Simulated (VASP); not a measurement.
# Ge (P6_3/mmc) in VASP: relaxation of cell and atoms with PBEsol

Aim: the relaxation of cell and atoms of Ge with PBEsol.

Program: VASP 6.6.1. These are calculated values, not measurements. Logs are shortened: lines on timing, memory, paths and dates and some standing lists are left out, and cuts for length are marked.

**1. The cell of the first run**

The structure is hexagonal, space group P6_3/mmc (No. 194). The conventional cell has a = 3.999 Å, b = 3.999 Å, c = 6.592 Å, α = 90.00°, β = 90.00°, γ = 120.00°. Ge (site symmetry 3m) has 4 Ge at 2.45 to 2.47 Å within 3.2 Å.

**2. Relaxation of cell and atoms, PBEsol**

File INCAR:

```
SYSTEM = Ge
PREC = Accurate ; ENCUT = 600
EDIFF = 1E-6 ; ISMEAR = 0
SIGMA = 0.1 ; LREAL = .FALSE.
LASPH = .TRUE. ; NELM = 80
ALGO = Normal ; ISIF = 3
LWAVE = .FALSE. ; LCHARG = .FALSE.
GGA = PS ; IBRION = 2
NSW = 100 ; EDIFFG = -0.005
```

File KPOINTS:

```
Automatic mesh
0
G
  12 12 6
  0 0 0
```

File POSCAR:

```
Ge
1.0
    3.9986409605      0.0000000000      0.0000000000
   -1.9993204803      3.4629246524      0.0000000000
    0.0000000000      0.0000000000      6.5920608985
Ge
4
Direct
    0.6666666667      0.3333333333      0.0627779680
    0.3333333333      0.6666666667      0.5627779680
    0.6666666667      0.3333333333      0.4372220320
    0.3333333333      0.6666666667      0.9372220320
```

Potentials or basis: VASP PAW PBE potentials, release 64 (Ge_d).

The run is started by

```
cat potpaw_PBE.64/Ge_d/POTCAR > POTCAR
mpirun -np 1 vasp_std > vasp.out
```

OUTCAR:

```text
SYSTEM = Ge
   PREC = Accurate
   ENCUT = 600
   EDIFF = 1E-6
   ISMEAR = 0
   LREAL = .FALSE.
   LASPH = .TRUE.
   NELM = 80
   ISIF = 3
   GGA = PS
   IBRION = 2
   NSW = 100
   EDIFFG = -0.005

 ion  position               nearest neighbor table
   1  0.667  0.333  0.063-   4 2.45   4 2.45   4 2.45   3 2.47
   2  0.333  0.667  0.563-   3 2.45   3 2.45   3 2.45   4 2.47
   3  0.667  0.333  0.437-   2 2.45   2 2.45   2 2.45   1 2.47
   4  0.333  0.667  0.937-   1 2.45   1 2.45   1 2.45   2 2.47

  LATTYP: Found a hexagonal cell.
 ALAT       =     3.9986409605
 C/A-ratio  =     1.6485753444

  Lattice vectors:

 A1 = (   3.9986409605,   0.0000000000,   0.0000000000)
 A2 = (  -1.9993204803,   3.4629246524,   0.0000000000)
 A3 = (   0.0000000000,   0.0000000000,   6.5920608985)

Analysis of symmetry for initial positions (statically):
=====================================================================
 Subroutine PRICEL returns:
 Original cell was already a primitive cell.

 Routine SETGRP: Setting up the symmetry group for a
 hexagonal supercell.

 Subroutine GETGRP returns: Found 24 space group operations
 (whereof 12 operations were pure point group operations)
 out of a pool of 24 trial point group operations.

The static configuration has the point symmetry D_3d.
 The point group associated with its full space group is D_6h.

Analysis of symmetry for dynamics (positions and initial velocities):
=====================================================================
 Subroutine PRICEL returns:
 Original cell was already a primitive cell.

 Routine SETGRP: Setting up the symmetry group for a
 hexagonal supercell.

 Subroutine GETGRP returns: Found 24 space group operations
 (whereof 12 operations were pure point group operations)
 out of a pool of 24 trial point group operations.

The dynamic configuration has the point symmetry D_3d.
 The point group associated with its full space group is D_6h.

 Subroutine INISYM returns: Found 24 space group operations
 (whereof 12 operations are pure point group operations),
 and found     1 'primitive' translations

----------------------------------------------------------------------------------------

                                     Primitive cell

  volume of cell :      91.2802

  direct lattice vectors                    reciprocal lattice vectors
     3.998640960  0.000000000  0.000000000     0.250084969  0.144386624  0.000000000
    -1.999320480  3.462924652  0.000000000     0.000000000  0.288773248  0.000000000
     0.000000000  0.000000000  6.592060898     0.000000000  0.000000000  0.151697628

  length of vectors
     3.998640960  3.998640961  6.592060898     0.288773248  0.288773248  0.151697628

  position of ions in fractional coordinates (direct lattice)
     0.666666667  0.333333333  0.062777968
     0.333333333  0.666666667  0.562777968
     0.666666667  0.333333333  0.437222032
     0.333333333  0.666666667  0.937222032

  ion indices of the primitive-cell ions
   primitive index   ion index
                 1           1
                 2           2
                 3           3
                 4           4

----------------------------------------------------------------------------------------

 KPOINTS: Automatic mesh

Automatic generation of k-mesh.
 Grid dimensions read from file:
 generate k-points for:   12   12    6

 Generating k-lattice:

  Cartesian coordinates                     Fractional coordinates (reciprocal lattice)
     0.020840414  0.012032219  0.000000000     0.083333333 -0.000000000  0.000000000
     0.000000000  0.024064437  0.000000000     0.000000000  0.083333333  0.000000000
     0.000000000  0.000000000  0.025282938     0.000000000  0.000000000  0.166666667

  Length of vectors
     0.024064437  0.024064437  0.025282938

  Shift w.r.t. Gamma in fractional coordinates (k-lattice)
     0.000000000  0.000000000  0.000000000

 Subroutine IBZKPT returns following result:
 ===========================================

 Found     76 irreducible k-points:

 Following reciprocal coordinates:
            Coordinates               Weight
  0.000000  0.000000  0.000000      1.000000
  0.083333  0.000000  0.000000      6.000000
  0.166667 -0.000000  0.000000      6.000000
  0.250000  0.000000  0.000000      6.000000
  0.333333  0.000000  0.000000      6.000000
  0.416667  0.000000  0.000000      6.000000
[... 16 lines left out ...]
  0.250000  0.000000  0.166667     12.000000
  0.333333  0.000000  0.166667     12.000000
 [... further k-points ...]
   k-points           NKPTS =     76   k-points in BZ     NKDIM =     76   number of bands    NBANDS=     33
   number of dos      NEDOS =    301   number of ions     NIONS =      4
   total plane-waves  NPLWV =  55296
   dimension x,y,z NGX =    32 NGY =   32 NGZ =   54
   dimension x,y,z NGXF=    64 NGYF=   64 NGZF=  108
   ions per type =               4
   NGX,Y,Z   is equivalent  to a cutoff of  13.30, 13.30, 13.62 a.u.
   NGXF,Y,Z  is equivalent  to a cutoff of  26.61, 26.61, 27.24 a.u.
 SYSTEM =  Ge
   PREC   = accura    normal or accurate (medium, high low for compatibility)
   ISTART =      0    job   : 0-new  1-cont  2-samecut
   ICHARG =      2    charge: 1-file 2-atom 10-const
   ISPIN  =      1    spin polarized calculation?
   LNONCOLLINEAR =      F non collinear calculations
   LSORBIT =      F    spin-orbit coupling
   LASPH  =      T    aspherical Exc in radial PAW
   ENCUT  =  600.0 eV  44.10 Ry    6.64 a.u.   7.99  7.99 13.17*2*pi/ulx,y,z
   NELM   =     80;   NELMIN=  2; NELMDL= -5     # of ELM steps
   EDIFF  = 0.1E-05   stopping-criterion for ELM
   LREAL  =      F    real-space projection
   EDIFFG = -.5E-02   stopping-criterion for IOM
   NSW    =    100    number of steps for IOM
   IBRION =      2    ionic relax: 0-MD 1-quasi-New 2-CG
   NFREE  =      1    steps in history (QN), initial steepest desc. (CG)
   ISIF   =      3    stress and relaxation
   ISYM   =      2    0-nonsym 1-usesym 2-fastsym
   POTIM  = 0.5000    time-step for ionic-motion
   TEBEG  =    0.0;   TEEND  =   0.0 temperature during run
   PSTRESS=    0.0 pullay stress
   NELECT =      56.0000    total number of electrons
   NUPDOWN=      -1.0000    fix difference up-down
   EMIN   =  10.00;   EMAX   =-10.00  energy-range for DOS
   EFERMI =   0.00;   METHOD = LEGACY
   ISMEAR =     0;   SIGMA  =   0.10  broadening in eV -4-tet -1-fermi 0-gaus
   EFERMI_NEDOS =   21; number of points for ismear=-14 and -15
   IALGO  =     38    algorithm
   IMIX   =      4    mixing-type and parameters
     AMIX     =   0.40;   BMIX     =  1.00
     AMIX_MAG =   1.60;   BMIX_MAG =  1.00
  volume/ion in A,a.u.               =      22.82       154.00
  Fermi-wavevector in a.u.,A,eV,Ry     =   1.391058  2.628719 26.327855  1.935043
  Thomas-Fermi vector in A             =   2.514934
   LORBIT       =      0    0 simple, 1 ext, 2 COOP (PROOUT), +10 PAW based schemes
   GGA     = PS    functional components
   LHFCALC =     F    Hartree Fock is set to
   AEXX    =    0.0000 exact exchange contribution
   IVDW    =     0    specifies the selected vdW correction
   LEPSILON=     F    determine dielectric tensor
   LRPA    =     F    only Hartree local field effects (RPA)
 conjugate gradient relaxation of ions
 non-spin polarized calculation
 Gauss-broadening in eV      SIGMA  =   0.10
  energy-cutoff  :      600.00
  volume of cell :       91.28
 maximum number of plane-waves:      3070
 NGX is ok and might be reduce to    32
   NGX = 15   NGY = 15   NGZ = 27

--------------------------------------- Ionic step        1  -------------------------------------------

 number of electron      55.9999986 magnetization

 Free energy of the ion-electron system (eV)
  ---------------------------------------------------
  ext. energy  EPLUGINS =         0.00000000
  ---------------------------------------------------
  free energy    TOTEN  =       -19.68483308 eV

  energy without entropy =      -19.68423627  energy(sigma->0) =      -19.68453468

------------------------ aborting loop because EDIFF is reached ----------------------------------------

  FORCE on cell =-STRESS in cart. coord.  units (eV):
  Direction    XX          YY          ZZ          XY          YZ          ZX
  --------------------------------------------------------------------------------------
  -------------------------------------------------------------------------------------
  Total       -0.0664018     -0.0664018     -0.0323246      0.0000000      0.0000000     -0.0000000
  in kB       -1.1655032     -1.1655032     -0.5673706      0.0000000      0.0000000     -0.0000000
  external PRESSURE =      -0.9661257 kB  Pullay stress =       0.0000000 kB

 VOLUME and BASIS-vectors are now :
 -----------------------------------------------------------------------------
  energy-cutoff  :      600.00
  volume of cell :       91.28
      direct lattice vectors                 reciprocal lattice vectors
     3.998640960  0.000000000  0.000000000     0.250084969  0.144386624  0.000000000
    -1.999320480  3.462924652  0.000000000     0.000000000  0.288773248  0.000000000
     0.000000000  0.000000000  6.592060898     0.000000000  0.000000000  0.151697628
[... 77 lines left out ...]
 POSITION                                       TOTAL-FORCE (eV/Angst)
 -----------------------------------------------------------------------------------
      1.99836      1.15375      0.41388         0.000000      0.000000      0.006346
     -0.00000      2.30750      3.70914         0.000000      0.000000      0.006346
      1.99836      1.15375      2.88138        -0.000000     -0.000000     -0.006346
     -0.00000      2.30750      6.17664        -0.000000     -0.000000     -0.006346
 -----------------------------------------------------------------------------------
    total drift:                               -0.000000      0.000000      0.000000

  FREE ENERGIE OF THE ION-ELECTRON SYSTEM (eV)
  ---------------------------------------------------
  free  energy   TOTEN  =       -19.6848590260 eV

  energy  without entropy=      -19.6842615424  energy(sigma->0) =      -19.68456028

--------------------------------------- Ionic step        4  -------------------------------------------

 number of electron      55.9999987 magnetization

 Free energy of the ion-electron system (eV)
  ---------------------------------------------------
  ext. energy  EPLUGINS =         0.00000000
  ---------------------------------------------------
  free energy    TOTEN  =       -19.68485780 eV

  energy without entropy =      -19.68426027  energy(sigma->0) =      -19.68455903

 E-fermi :   4.8688     XC(G=0): -10.0920

 val. band max:        4.8300443624   @ k =   0.0000   0.0000   0.0000
 cond. band min:       4.9672769709   @ k =   0.0000   0.0000   0.0000
 fundamental gap:      0.1372326086
 Fermi energy:         4.8688440115

 k-point     1 :       0.0000    0.0000    0.0000
  band No.  band energies     occupation
      1     -19.9952      2.00000
      2     -19.9952      2.00000
      3     -19.9573      2.00000
      4     -19.9567      2.00000
      5     -19.9567      2.00000
      6     -19.9435      2.00000
[... 853 lines left out ...]
     32       8.8069      0.00000
     33       9.4485      0.00000

 [... further k-points ...]
[... 5 lines left out ...]
  --------------------------------------------------------------------------------------
  -------------------------------------------------------------------------------------
  Total        0.0031603      0.0031603      0.0182562     -0.0000000     -0.0000000      0.0000000
  in kB        0.0555474      0.0555474      0.3208776     -0.0000000     -0.0000000      0.0000000
  external PRESSURE =       0.1439908 kB  Pullay stress =       0.0000000 kB

 VOLUME and BASIS-vectors are now :
 -----------------------------------------------------------------------------
  energy-cutoff  :      600.00
  volume of cell :       91.15
      direct lattice vectors                 reciprocal lattice vectors
     3.996433850  0.000000000 -0.000000000     0.250223083  0.144466364 -0.000000000
    -1.998216925  3.461013239  0.000000000    -0.000000000  0.288932729 -0.000000000
     0.000000000  0.000000000  6.590289623     0.000000000 -0.000000000  0.151738400

 POSITION                                       TOTAL-FORCE (eV/Angst)
 -----------------------------------------------------------------------------------
      1.99822      1.15367      0.41388         0.000000      0.000000      0.003398
     -0.00000      2.30734      3.70903         0.000000      0.000000      0.003398
      1.99822      1.15367      2.88126        -0.000000     -0.000000     -0.003398
     -0.00000      2.30734      6.17641        -0.000000     -0.000000     -0.003398
 -----------------------------------------------------------------------------------
    total drift:                               -0.000000      0.000000      0.000000

  FREE ENERGIE OF THE ION-ELECTRON SYSTEM (eV)
  ---------------------------------------------------
  free  energy   TOTEN  =       -19.6848577981 eV

  energy  without entropy=      -19.6842602693  energy(sigma->0) =      -19.68455903

 reached required accuracy - stopping structural energy minimisation
```

It took 7.9 min on 1 thread of Intel Xeon Platinum 8259CL at 2.50GHz (Skylake/Cascade Lake), shared host; peak memory 0.36 GiB.

What came out:

* Free energy: -19.6849 eV
* Relaxed volume: 22.79 Å³/atom
* Relaxed cell: a = 3.996 Å, b = 3.996 Å, c = 6.590 Å, α = 90.00°, β = 90.00°, γ = 120.00°
* Space group after relaxing (to 0.05 Å): P6_3/mmc (No. 194)
* Energy gained by relaxing: 0.0 meV/atom
* Ionic steps: 4
* Pressure after relaxing: 0.0 GPa
* Largest force after relaxing: 0.003 eV/Å
* Band gap on the k mesh: zero (band 28 reaches 4.83 eV, above the bottom of band 29 at 4.79 eV)

Forces on the atoms (eV/Å):
```
Ge   0.000  0.000  0.003
Ge   0.000  0.000  0.003
Ge   0.000  0.000 -0.003
Ge   0.000  0.000 -0.003
```

Final structure:
```
Ge
1.0
     3.99643    0.00000    0.00000
    -1.99822    3.46101    0.00000
     0.00000    0.00000    6.59029
Ge
4
Direct
  0.66667 0.33333 0.06280
  0.33333 0.66667 0.56280
  0.66667 0.33333 0.43720
  0.33333 0.66667 0.93720
```

Levels at points of the mesh, in eV from the Fermi level:
```
           k point  band 24  band 25  band 26  band 27  band 28  band 29  band 30  band 31  band 32  band 33
(0.00, 0.00, 0.00)    -1.51    -1.51    -0.17    -0.17    -0.04     0.10     0.10     2.22     2.22     2.72
(0.50, 0.00, 0.00)    -6.78    -4.64    -3.11    -2.86    -1.47     0.43     1.59     3.48     3.66     4.30
(0.00, 0.00, 0.50)    -4.84    -0.88    -0.88    -0.88    -0.88     0.62     0.62     3.33     3.33     3.33
(0.50, 0.00, 0.50)    -7.91    -2.58    -2.58    -2.45    -2.45     0.45     0.45     2.03     2.03     6.08
```

Caveat: the PAW data sets were made with another functional, which shifts forces and pressure a little.
